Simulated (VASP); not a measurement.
Wanted: the native input for a VASP 6.6.1 run.

```yaml
Task: relaxation of cell and atoms
Functional: PBE exchange alone
Potentials_or_basis: VASP PAW PBE potentials, release 64 (Cu, O)
Cutoff: 600 eV
k_mesh: 10 × 10 × 5
Occupations: fermi-dirac, width 0.05 eV
Spin: no spin polarisation
Dipole_correction: no
Further_INCAR_settings: ALGO = Normal; EDIFF = 1e-06; IBRION = 2; EDIFFG = -0.01; NSW = 60; ISIF = 3
```

The structure of CuO lies in POSCAR:

```
CuO
1.0
    2.3418500000     -1.7113000000      0.0000000000
    2.3418500000      1.7113000000      0.0000000000
   -0.8500274268      0.0000000000      5.0578693947
Cu O
2 2
Direct
    0.5000000000      0.0000000000      0.5000000000
    0.0000000000      0.5000000000      0.0000000000
    0.4184000000      0.5816000000      0.7500000000
    0.5816000000      0.4184000000      0.2500000000
```

These files were run (other wordings do the same):

INCAR

```
SYSTEM = CuO
AGGAC    = 0.0          
ALDAC    = 0.0          
ALGO     = Normal         ! electronic algorithm
EDIFF    = 1E-6           ! SCF threshold, eV
EDIFFG   = -0.01          ! ionic threshold
ENCUT    = 600            ! plane-wave cutoff, eV
GGA      = PE             ! functional
IBRION   = 2              ! ionic algorithm
ISIF     = 3              ! what is computed and relaxed
ISMEAR   = -1             ! smearing method
LASPH    = .True.         ! aspherical terms in the spheres
LCHARG   = .False.        ! write CHGCAR
LREAL    = .False.        ! projectors in reciprocal space
LWAVE    = .False.        ! write WAVECAR
NELM     = 60             ! most SCF steps
NSW      = 60             ! ionic steps
PREC     = Accurate       ! precision mode
SIGMA    = 0.05           ! smearing width, eV
```

KPOINTS

```
k-points
0
Gamma
  10 10 5
  0 0 0
```

Potentials or basis: VASP PAW PBE potentials, release 64 (Cu, O).

The run is started by

```bash
$ cat potpaw_PBE.64/Cu/POTCAR potpaw_PBE.64/O/POTCAR > POTCAR
$ mpirun -np 1 vasp_std > vasp.out
```

Results of the run:

```
Relaxed volume                        : 12.66 Å³/atom
Relaxed cell                          : a = 3.083 Å, b = 3.083 Å, c = 5.344 Å, α = 90.54°, β = 90.54°, γ = 85.65°
Space group after relaxing (to 0.1 Å) : Cccm (No. 66)
Energy gained by relaxing             : 206.5 meV/atom
Ionic steps                           : 23
Pressure after relaxing               : 0.0 GPa
Largest force after relaxing          : 0.008 eV/Å
Band gap on the k mesh                : zero (bands 17 and 18 overlap by 0.75 eV)
```

Caveat: the volume moved by over 15 % at a fixed basis, so the end points are rough; semilocal functionals often make such compounds metallic where correlation or magnetic order opens a gap, which also shifts bond lengths.

Run time: 45 min on 1 thread of Oxide Virtual Turin-like Processor, on a shared host, peak memory 0.24 GiB.
